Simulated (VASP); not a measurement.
CdI2:

```xyz
3
Lattice="4.2470 0.0000 0.0000 -2.1235 3.6780 0.0000 0.0000 0.0000 6.8950" Properties=species:S:1:pos:R:3 pbc="T T T"
Cd    0.0000    0.0000    0.0000
I     0.0000    2.4520    1.7196
I     2.1235    1.2260    5.1755
```

Base run:

| Item | Value |
| --- | --- |
| Program | VASP 6.6.1 |
| Functional | PBEsol |
| Potentials or basis | VASP PAW PBE potentials, release 64 (Cd, I) |
| Cutoff | 500 eV |
| k mesh | 6 × 6 × 4 |
| Occupations | gaussian, width 0.01 eV |
| Spin | no spin polarisation |

Its results: band gap on the k mesh 2.29 eV, indirect (least direct gap 2.49 eV); pressure -0.5 GPa; largest force 0.123 eV/Å.

Q: The run is repeated on the same cell with these changes: k mesh from 6 × 6 × 4 to 8 × 8 × 1. What comes out?

A: Band gap on the k mesh 2.39 eV, indirect (least direct gap 2.49 eV); pressure -0.9 GPa; largest force 0.072 eV/Å.

Caveats: some runs use coarse meshes; the PAW data sets were made with another functional, which shifts forces and pressure a little; spin-orbit coupling is left out, which moves the levels of the heavy elements; this functional lacks dispersion, which binds the layers, so the pressure and a relaxed spacing across them are unreliable.

A k mesh can miss the band edges.
